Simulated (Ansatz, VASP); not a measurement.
## SiGeS3: VASP beside Ansatz

```
CELL_PARAMETERS angstrom
5.20309 0.00000 0.00000
-2.60154 4.50601 0.00000
0.00000 0.00000 4.68185
ATOMIC_POSITIONS crystal
Si 0.00000 0.00000 0.00000
Ge 0.33333 0.66667 0.50000
S 0.49502 0.50498 0.00000
S 0.49502 0.99005 0.00000
S 0.00995 0.50498 0.00000
```

Alike in both runs: task relaxation of cell and atoms; functional PBE; k mesh 6 × 6 × 4; occupations gaussian, width 0.1 eV; no spin polarisation.

|  | VASP | Ansatz |
| --- | --- | --- |
| version | VASP 6.6.1 | Ansatz 0.2.0 |
| potentials or method | VASP PAW PBE potentials, release 64 (Si, Ge_d, S), cutoff 600 eV | scalar-relativistic, plane waves, PAW |
| valence electrons in the cell | 36 | 36 |

Ansatz gave:

- gap on the k mesh at the Fermi level, each at its own relaxed structure (eV): none
- relaxed volume (Å³/atom): 20.80
- relaxed cell length with the largest relative difference (Å): 6.642

Q: Estimate VASP's values.

A: gap on the k mesh at the Fermi level, each at its own relaxed structure (eV): none; relaxed volume (Å³/atom): 20.61; relaxed cell length with the largest relative difference (Å): 6.612.

A gap of «none» marks a metal or a gap that the smearing closes.
